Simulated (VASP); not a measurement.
A run of VASP 6.6.1:

The input INCAR:

```
SYSTEM = Ba
PREC = Accurate
ENCUT = 520
EDIFF = 1E-7
ISMEAR = 0
SIGMA = 0.15
LREAL = .False.
LASPH = .True.
NELM = 80
ALGO = Fast
ISIF = 2
LWAVE = .False.
LCHARG = .False.
GGA = PS
NBANDS = 11
```

The input KPOINTS:

```
regular mesh
0
Gamma
  14 14 14
  0 0 0
```

File POSCAR:

```
Ba
1.0
    0.0000000000      3.4126183861      2.9007256282
    3.4126183861      0.0000000000      2.9007256282
    3.4126183861      3.4126183861      0.0000000000
Ba
1
Direct
    0.0000000000      0.0000000000      0.0000000000
```

Potentials or basis: VASP PAW PBE potentials, release 64 (Ba_sv).

Run with:

```sh
$ cat potpaw_PBE.64/Ba_sv/POTCAR > POTCAR
$ mpirun -np 1 vasp_std > vasp.out
```

Hardware: 1 thread of AMD EPYC 7R13 Processor (Zen 3), on a shared host.

Estimate the wall time of this run.

Run time: 2.9 min on 1 thread of AMD EPYC 7R13 Processor (Zen 3) (shared host), peak memory 0.31 GiB. Counts: scf iterations 12, k points 244.
